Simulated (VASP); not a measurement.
A run of VASP 6.6.1:

The input INCAR:

```
PREC = Accurate ; ENCUT = 520
EDIFF = 1E-6 ; ISMEAR = 0
SIGMA = 0.15 ; LREAL = False
LASPH = True ; NELM = 100
ALGO = Normal ; ISIF = 2
LWAVE = False ; LCHARG = False
GGA = PE ; IVDW = 12
NBANDS = 16
```

The input KPOINTS:

```
Automatic mesh
0
Gamma
  18 18 2
```

File POSCAR:

```
C
1.0
    2.5393000000      0.0000000000      0.0000000000
   -1.2696500000      2.1990983078      0.0000000000
    0.0000000000      0.0000000000     24.8554000000
C
4
Direct
    0.0000000000      0.0000000000      0.5705184907
    0.0000000000      0.0000000000      0.4294815093
    0.3333333333      0.6666666667      0.4294635552
    0.6666666667      0.3333333333      0.5705364448
```

Potentials or basis: VASP PAW PBE potentials, release 64 (C).

Run with:

```console
$ cat potpaw_PBE.64/C/POTCAR > POTCAR
$ mpirun -np 1 vasp_std > vasp.out
```

Hardware: 1 thread of Intel Xeon 8259CL (shared host).

Problem. Estimate the wall time of this run.

Solution. It took 4.7 min on 1 thread of Intel Xeon 8259CL (shared host), peak memory 0.33 GiB. Counts: scf iterations 19, k points 74.
